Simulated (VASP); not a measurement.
Input of a VASP 6.6.1 run:

File INCAR:

```
ALGO = Normal ; EDIFF = 1E-6
ENCUT = 520 ; GGA = PS
ISIF = 2 ; ISMEAR = 0
LASPH = True ; LCHARG = False
LREAL = False ; LWAVE = False
NBANDS = 41 ; NELM = 80
PREC = Accurate ; SIGMA = 0.05
```

Contents of KPOINTS:

```
k-points
0
Gamma
  6 8 6
```

POSCAR

```
AlGa3N4
1.0
    5.2966217354      0.0000000000      0.0001251478
    0.0000000000      3.2599343446      0.0000000000
   -0.0036932605      0.0000000000      5.6428489618
Al Ga N
1 3 4
Direct
    0.0006034227      0.5000000000      0.6673576245
    0.4991167030      0.5000000000      0.3349195796
    0.4990273845      0.0000000000      0.8315570005
    0.9998617813      0.0000000000      0.1661805284
    0.1196687538      0.5000000000      0.3400974154
    0.1176459792      0.0000000000      0.8263760592
    0.6204436392      0.0000000000      0.1662162869
    0.6312323464      0.5000000000      0.6672965055
```

Potentials or basis: VASP PAW PBE potentials, release 64 (Al, Ga_d, N).

Command:

```bash
$ cat potpaw_PBE.64/Al/POTCAR potpaw_PBE.64/Ga_d/POTCAR potpaw_PBE.64/N/POTCAR > POTCAR
$ mpirun -np 1 vasp_std > vasp.out
```

**Question.** Predict the pressure.

**Answer.** -14.2 GPa.

**Question.** What does it give for the band gap on the k mesh?

**Answer.** 1.77 eV, direct.

Stress tensor (GPa, compression positive):
```
-14.05   0.00   0.00
  0.00 -14.32   0.00
  0.00   0.00 -14.27
```

Caveat: the cell differs from its parent crystal (strain +0.030 along x and y, +0.030 along z); the PAW data sets were made with another functional, which shifts forces and pressure a little.
